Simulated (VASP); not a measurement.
Runs of VASP 6.6.1 on F. The structure is that of space group P6/mmm (No. 191), or close to it. The cells are those of the table. 

```csv
task,cell,cutoff (eV),gap on the mesh (eV),pressure (GPa)
relaxation of cell and atoms,"relaxed to 23 GPa from a = 2.460, b = 2.460, c = 1.662 Å, angles 90.0, 90.0, 120.0°, 1 atom",600,none,23.0
relaxation of cell and atoms,"relaxed to 23 GPa from a = 2.160, b = 2.160, c = 2.030 Å, angles 90.0, 90.0, 120.0°, 1 atom",600,none,23.0
single point,"a = 2.460, b = 2.460, c = 1.662 Å, angles 90.0, 90.0, 120.0°, 1 atom",520,none,(a)
single point,"a = 2.461, b = 2.461, c = 1.661 Å, angles 90.0, 90.0, 120.0°, 1 atom",520,none,22.4
```

Alike in all rows: level PBE; potentials or basis VASP PAW PBE potentials, release 64 (F); no spin polarisation; k mesh 19 × 19 × 17; smearing fermi-dirac 0.08 eV.

Question: Fill in the values left out.

Answer: (a) 22.3.

Caveats: an odd number of electrons without spin polarisation forces a metal; a magnetic or distorted state may lie lower; the cell is relaxed towards a set pressure, so the enthalpy falls and the energy may rise (some runs).

A gap of «none» marks levels without a gap at the run's occupations.
